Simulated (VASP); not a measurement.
Wanted: the native input for a VASP 6.6.1 run.

* Task: single point
* Functional: PBEsol
* Potentials or basis: VASP PAW PBE potentials, release 64 (Li_sv, H, F)
* Cutoff: 520 eV
* k mesh: 8 × 8 × 8
* Occupations: gaussian, width 0.01 eV
* Spin: no spin polarisation
* Dipole correction: no
* Further INCAR settings: ALGO = Normal; EDIFF = 1e-07; NBANDS = 17

The structure of LiHF2 lies in POSCAR:

```
LiHF2
1.0
    1.4854902464      0.8576481936      4.3501936452
   -1.4854902464      0.8576481936      4.3501936452
    0.0000000000     -1.7152963872      4.3501936452
Li H F
1 1 2
Direct
    0.0000000000      0.0000000000      0.0000000000
    0.5000000000      0.5000000000      0.5000000000
    0.4127811515      0.4127811515      0.4127811515
    0.5872188485      0.5872188485      0.5872188485
```

These files were run (other wordings do the same):

INCAR

```
PREC     = Accurate       # precision mode
ENCUT    = 520            # plane-wave cutoff, eV
EDIFF    = 1E-7           # SCF threshold, eV
ISMEAR   = 0              # smearing method
SIGMA    = 0.01           # smearing width, eV
LREAL    = F              # projectors in reciprocal space
LASPH    = T              # aspherical terms in the spheres
NELM     = 80             # most SCF steps
ALGO     = Normal         # electronic algorithm
ISIF     = 2              # what is computed and relaxed
LWAVE    = F              # write WAVECAR
LCHARG   = F              # write CHGCAR
GGA      = PS             # functional
NBANDS   = 17             # bands
```

KPOINTS

```
Automatic mesh
0
Gamma
  8 8 8
```

Potentials or basis: VASP PAW PBE potentials, release 64 (Li_sv, H, F).

Run with:

```bash
$ cat potpaw_PBE.64/Li_sv/POTCAR potpaw_PBE.64/H/POTCAR potpaw_PBE.64/F/POTCAR > POTCAR
$ mpirun -np 1 vasp_std > vasp.out
```

It gave:

The largest force is 0.062 eV/Å and the band gap on the k mesh is 8.18 eV (least direct gap 8.40 eV).

Caveat: the PAW data sets were made with another functional, which shifts forces and pressure a little.

Run time: 45 s on 1 thread of Oxide Virtual Turin-like Processor, on a shared host, peak memory 0.17 GiB.
